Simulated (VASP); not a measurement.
# Na4H in VASP: a series of runs

The runs below take Na4H through single point, with PBE.

All numbers are computed with VASP 6.6.1; they aren't measurements. Logs are shortened: lines on timing, memory, paths and dates and some standing lists are left out, and cuts for length are marked.

### Step 1. The cell of the first run

The cell holds a slab with vacuum, 10 atoms: a = 7.267 Å, b = 7.267 Å, c = 20.967 Å, α = 90.00°, β = 90.00°, γ = 109.47°.

### Step 2. Single point, PBE

The input, INCAR:

```
SYSTEM = Na4H
PREC = Accurate ; ENCUT = 400
EDIFF = 1E-6 ; ISMEAR = 0
SIGMA = 0.1 ; LREAL = .False.
LASPH = .True. ; NELM = 120
ALGO = Normal ; ISIF = 2
LWAVE = .False. ; LCHARG = .True.
LDIPOL = .True. ; IDIPOL = 3
DIPOL = 0.5 0.5 0.295 ; GGA = PE
LELF = .True. ; LVHAR = .True.
LVACPOTAV = .True. ; NBANDS = 40
GGA_COMPAT = .False. ; NELMDL = -8
```

The input, KPOINTS:

```
Automatic mesh
0
Gamma
  4 4 1
  0 0 0
```

The input, POSCAR:

```
Na4H
1.0
    7.2665054626      0.0000000000      0.0000000000
   -2.4221684875      6.8509270508      0.0000000000
    0.0000000000      0.0000000000     20.9665384335
Na H
8 2
Direct
    0.2500000000      0.2500000000      0.1907801811
    0.2500000000      0.7500000000      0.1907801811
    0.7500000000      0.2500000000      0.1907801811
    0.7500000000      0.7500000000      0.1907801811
    0.0000000000      0.0000000000      0.3322693660
    0.0000000000      0.5000000000      0.3322693660
    0.5000000000      0.0000000000      0.3322693660
    0.5000000000      0.5000000000      0.3322693660
    0.1219409038      0.3333333333      0.4300442089
    0.2113924295      0.3333333333      0.4300442089
```

Potentials or basis: VASP PAW PBE potentials, release 64 (Na_pv, H).

Started as:

```console
cat potpaw_PBE.64/Na_pv/POTCAR potpaw_PBE.64/H/POTCAR > POTCAR
mpirun -np 1 vasp_std > vasp.out
```

OUTCAR:

```text
SYSTEM = Na4H
   PREC = Accurate
   ENCUT = 400
   EDIFF = 1E-6
   ISMEAR = 0
   LREAL = .False.
   LASPH = .True.
   NELM = 120
   ISIF = 2
   GGA = PE
   NELMDL = -8

 ion  position               nearest neighbor table
   1  0.250  0.250  0.191-
   2  0.250  0.750  0.191-
   3  0.750  0.250  0.191-
   4  0.750  0.750  0.191-
   5  0.000  0.000  0.332-
   6  0.000  0.500  0.332-
   7  0.500  0.000  0.332-
   8  0.500  0.500  0.332-
   9  0.122  0.333  0.430-  10 0.65
  10  0.211  0.333  0.430-   9 0.65

  LATTYP: Found a base centered orthorhombic cell.
 ALAT       =     8.3906377698
 B/A-ratio  =     1.4142135624
 C/A-ratio  =     2.4988015225

  Lattice vectors:

 A1 = (   7.2665054626,   0.0000000000,   0.0000000000)
 A2 = (  -2.4221684875,   6.8509270508,   0.0000000000)
 A3 = (   0.0000000000,   0.0000000000,  20.9665384335)

Analysis of symmetry for initial positions (statically):
=====================================================================
 Subroutine PRICEL returns:
 Original cell was already a primitive cell.

 Routine SETGRP: Setting up the symmetry group for a
 base centered orthorhombic supercell.

 Subroutine GETGRP returns: Found  1 space group operations
 (whereof  1 operations were pure point group operations)
 out of a pool of  8 trial point group operations.

The static configuration has the point symmetry C_1 .

Analysis of symmetry for dynamics (positions and initial velocities):
=====================================================================
 Subroutine PRICEL returns:
 Original cell was already a primitive cell.

 Routine SETGRP: Setting up the symmetry group for a
 base centered orthorhombic supercell.

 Subroutine GETGRP returns: Found  1 space group operations
 (whereof  1 operations were pure point group operations)
 out of a pool of  8 trial point group operations.

The dynamic configuration has the point symmetry C_1 .

 Subroutine INISYM returns: Found  1 space group operations
 (whereof  1 operations are pure point group operations),
 and found     1 'primitive' translations

----------------------------------------------------------------------------------------

                                     Primitive cell

  volume of cell :    1043.7625

  direct lattice vectors                    reciprocal lattice vectors
     7.266505463  0.000000000  0.000000000     0.137617732  0.048655216  0.000000000
    -2.422168488  6.850927051  0.000000000     0.000000000  0.145965647  0.000000000
     0.000000000  0.000000000 20.966538433     0.000000000  0.000000000  0.047695045

  length of vectors
     7.266505463  7.266505463 20.966538433     0.145965647  0.145965647  0.047695045

  position of ions in fractional coordinates (direct lattice)
     0.250000000  0.250000000  0.190780181
     0.250000000  0.750000000  0.190780181
     0.750000000  0.250000000  0.190780181
     0.750000000  0.750000000  0.190780181
     0.000000000  0.000000000  0.332269366
     0.000000000  0.500000000  0.332269366
     0.500000000  0.000000000  0.332269366
     0.500000000  0.500000000  0.332269366
     0.121940904  0.333333333  0.430044209
     0.211392430  0.333333333  0.430044209

  ion indices of the primitive-cell ions
   primitive index   ion index
                 1           1
                 2           2
                 3           3
                 4           4
                 5           5
                 6           6
                 7           7
                 8           8
                 9           9
                10          10

----------------------------------------------------------------------------------------

 KPOINTS: Automatic mesh

Automatic generation of k-mesh.
 Grid dimensions read from file:
 generate k-points for:    4    4    1

 Generating k-lattice:

  Cartesian coordinates                     Fractional coordinates (reciprocal lattice)
     0.034404433  0.012163804  0.000000000     0.250000000  0.000000000  0.000000000
     0.000000000  0.036491412  0.000000000     0.000000000  0.250000000  0.000000000
     0.000000000  0.000000000  0.047695045     0.000000000  0.000000000  1.000000000

  Length of vectors
     0.036491412  0.036491412  0.047695045

  Shift w.r.t. Gamma in fractional coordinates (k-lattice)
     0.000000000  0.000000000  0.000000000

 Subroutine IBZKPT returns following result:
 ===========================================

 Found     10 irreducible k-points:

 Following reciprocal coordinates:
            Coordinates               Weight
  0.000000  0.000000  0.000000      1.000000
  0.250000 -0.000000  0.000000      2.000000
  0.000000  0.250000  0.000000      2.000000
  0.500000 -0.000000  0.000000      1.000000
  0.000000  0.500000  0.000000      1.000000
  0.250000  0.250000  0.000000      2.000000
  0.500000  0.250000  0.000000      2.000000
  0.250000  0.500000  0.000000      2.000000
 -0.250000  0.250000  0.000000      2.000000
  0.500000  0.500000  0.000000      1.000000
   k-points           NKPTS =     10   k-points in BZ     NKDIM =     10   number of bands    NBANDS=     40
   number of dos      NEDOS =    301   number of ions     NIONS =     10
   total plane-waves  NPLWV = 322560
   dimension x,y,z NGX =    48 NGY =   48 NGZ =  140
   dimension x,y,z NGXF=    96 NGYF=   96 NGZF=  280
   ions per type =               8   2
   NGX,Y,Z   is equivalent  to a cutoff of  10.98, 10.98, 11.10 a.u.
   NGXF,Y,Z  is equivalent  to a cutoff of  21.96, 21.96, 22.20 a.u.
 SYSTEM =  Na4H
   PREC   = accura    normal or accurate (medium, high low for compatibility)
   ISTART =      0    job   : 0-new  1-cont  2-samecut
   ICHARG =      2    charge: 1-file 2-atom 10-const
   ISPIN  =      1    spin polarized calculation?
   LNONCOLLINEAR =      F non collinear calculations
   LSORBIT =      F    spin-orbit coupling
   LASPH  =      T    aspherical Exc in radial PAW
   ENCUT  =  400.0 eV  29.40 Ry    5.42 a.u.  11.85 11.85 34.19*2*pi/ulx,y,z
   NELM   =    120;   NELMIN=  2; NELMDL= -8     # of ELM steps
   EDIFF  = 0.1E-05   stopping-criterion for ELM
   LREAL  =      F    real-space projection
   EDIFFG = 0.1E-04   stopping-criterion for IOM
   NSW    =      0    number of steps for IOM
   IBRION =     -1    ionic relax: 0-MD 1-quasi-New 2-CG
   NFREE  =      0    steps in history (QN), initial steepest desc. (CG)
   ISIF   =      2    stress and relaxation
   ISYM   =      2    0-nonsym 1-usesym 2-fastsym
   POTIM  = 0.5000    time-step for ionic-motion
   TEBEG  =    0.0;   TEEND  =   0.0 temperature during run
   PSTRESS=    0.0 pullay stress
   NELECT =      58.0000    total number of electrons
   NUPDOWN=      -1.0000    fix difference up-down
   EMIN   =  10.00;   EMAX   =-10.00  energy-range for DOS
   EFERMI =   0.00;   METHOD = LEGACY
   ISMEAR =     0;   SIGMA  =   0.10  broadening in eV -4-tet -1-fermi 0-gaus
   EFERMI_NEDOS =   21; number of points for ismear=-14 and -15
   IALGO  =     38    algorithm
   IMIX   =      4    mixing-type and parameters
     AMIX     =   0.40;   BMIX     =  1.00
     AMIX_MAG =   1.60;   BMIX_MAG =  1.00
  volume/ion in A,a.u.               =     104.38       704.37
  Fermi-wavevector in a.u.,A,eV,Ry     =   0.624717  1.180545  5.309971  0.390272
  Thomas-Fermi vector in A             =   1.685372
   LORBIT       =      0    0 simple, 1 ext, 2 COOP (PROOUT), +10 PAW based schemes
   GGA     = PE    functional components
   LHFCALC =     F    Hartree Fock is set to
   AEXX    =    0.0000 exact exchange contribution
   IVDW    =     0    specifies the selected vdW correction
   LEPSILON=     F    determine dielectric tensor
   LRPA    =     F    only Hartree local field effects (RPA)
 non-spin polarized calculation
 Gauss-broadening in eV      SIGMA  =   0.10
  energy-cutoff  :      400.00
  volume of cell :     1043.76
 maximum number of plane-waves:     19038
   NGX = 23   NGY = 23   NGZ = 69

 dipolmoment           0.000000      0.000000      0.000132 electrons x Angstroem

 number of electron      57.9999956 magnetization

 dipolmoment           0.000000      0.000000     -0.075830 electrons x Angstroem

 Free energy of the ion-electron system (eV)
  ---------------------------------------------------
  ext. energy  EPLUGINS =         0.00000000
  ---------------------------------------------------
  free energy    TOTEN  =       -15.53946794 eV

  energy without entropy =      -15.50880017  energy(sigma->0) =      -15.52413405

 E-fermi :  -1.7456     XC(G=0):  -2.6340

 val. band max:       -1.9788744219   @ k =   0.5000   0.5000   0.0000
 cond. band min:      -1.7353847869   @ k =   0.0000   0.2500   0.0000
 fundamental gap:      0.2434896350
 Fermi energy:        -1.7455992514

 k-point     1 :       0.0000    0.0000    0.0000
  band No.  band energies     occupation
      1     -27.0689      2.00000
      2     -27.0502      2.00000
      3     -27.0437      2.00000
      4     -27.0388      2.00000
      5     -27.0350      2.00000
      6     -27.0204      2.00000
[... 32 lines left out ...]
     39       0.5599      0.00000
     40       0.8515      0.00000

 k-point     2 :       0.2500   -0.0000    0.0000
  band No.  band energies     occupation
      1     -27.0684      2.00000
      2     -27.0496      2.00000
      3     -27.0425      2.00000
      4     -27.0387      2.00000
      5     -27.0355      2.00000
      6     -27.0198      2.00000
[... 333 lines left out ...]
     39       1.0568      0.00000
     40       1.1232      0.00000

 k-point    10 :       0.5000    0.5000    0.0000
  band No.  band energies     occupation
      1     -27.0667      2.00000
      2     -27.0453      2.00000
      3     -27.0414      2.00000
      4     -27.0379      2.00000
      5     -27.0365      2.00000
      6     -27.0229      2.00000
[... 32 lines left out ...]
     39       1.3306      0.00000
     40       1.3917      0.00000

------------------------ aborting loop because EDIFF is reached ----------------------------------------

  FORCE on cell =-STRESS in cart. coord.  units (eV):
  Direction    XX          YY          ZZ          XY          YZ          ZX
  --------------------------------------------------------------------------------------
  -------------------------------------------------------------------------------------
  Total        2.1935035     -1.3441470      0.0678267     -0.3593563     -0.0659395     -0.0307727
  in kB        3.3670320     -2.0632681      0.1041141     -0.5516125     -0.1012172     -0.0472361
  external PRESSURE =       0.4692927 kB  Pullay stress =       0.0000000 kB

 VOLUME and BASIS-vectors are now :
 -----------------------------------------------------------------------------
  energy-cutoff  :      400.00
  volume of cell :     1043.76
      direct lattice vectors                 reciprocal lattice vectors
     7.266505463  0.000000000  0.000000000     0.137617732  0.048655216  0.000000000
    -2.422168488  6.850927051  0.000000000     0.000000000  0.145965647  0.000000000
     0.000000000  0.000000000 20.966538433     0.000000000  0.000000000  0.047695045

 POSITION                                       TOTAL-FORCE (eV/Angst)
 -----------------------------------------------------------------------------------
      1.21108      1.71273      4.00000         0.008200     -0.004472      0.013213
      0.00000      5.13820      4.00000         0.000315      0.006079      0.010437
      4.84434      1.71273      4.00000        -0.006318     -0.001625      0.005868
      3.63325      5.13820      4.00000        -0.000882     -0.000658     -0.008627
      0.00000      0.00000      6.96654        -0.007812     -0.106230     -0.077446
     -1.21108      3.42546      6.96654        -0.108074      0.084606     -0.123672
      3.63325      0.00000      6.96654         0.011678      0.000347     -0.016307
      2.42217      3.42546      6.96654         0.116090      0.055079     -0.099029
      0.07869      2.28364      9.01654        -4.941004     -0.015571      0.179968
      0.72869      2.28364      9.01654         4.927807     -0.017555      0.115594
 -----------------------------------------------------------------------------------
    total drift:                               -0.000003      0.000009     -0.002009

  FREE ENERGIE OF THE ION-ELECTRON SYSTEM (eV)
  ---------------------------------------------------
  free  energy   TOTEN  =       -15.5394679365 eV

  energy  without entropy=      -15.5088001670  energy(sigma->0) =      -15.52413405

 vacuum level on the upper side and lower side of the slab         0.892         1.168
```

Wall time 5.7 min (1 thread of Intel Xeon Platinum 8488C (Sapphire Rapids), shared host); peak memory 0.73 GiB.

Results:

| Quantity | Value |
| --- | --- |
| Free energy | -15.5395 eV |
| Largest force | 4.944 eV/Å |
| Band gap on the k mesh | zero (bands 29 and 30 overlap by 0.72 eV) |

Forces in eV/Å, atoms in the order of the input:
```
Na   0.008 -0.004  0.013
Na   0.000  0.006  0.010
Na  -0.006 -0.002  0.006
Na  -0.001 -0.001 -0.009
Na  -0.008 -0.106 -0.077
Na  -0.108  0.085 -0.124
Na   0.012  0.000 -0.016
Na   0.116  0.055 -0.099
H   -4.941 -0.016  0.180
H    4.928 -0.018  0.116
```

Levels at points of the mesh, in eV from the Fermi level:
| k point | band 27 | band 28 | band 29 | band 30 | band 31 | band 32 |
| --- | --- | --- | --- | --- | --- | --- |
| (0.00, 0.00, 0.00) | -1.10 | 0.28 | 0.33 | 0.35 | 0.35 | 0.77 |
| (0.50, 0.00, 0.00) | -1.98 | -0.49 | -0.24 | 0.06 | 0.13 | 1.23 |
| (0.00, 0.50, 0.00) | -1.97 | -0.45 | -0.24 | 0.04 | 0.13 | 1.31 |
| (0.50, 0.50, 0.00) | -1.71 | -0.72 | -0.66 | -0.23 | 0.02 | 0.77 |

(Part 1 of 2 ends here.)

The gap in the log of VASP goes by the Fermi energy; the results here count the filled bands.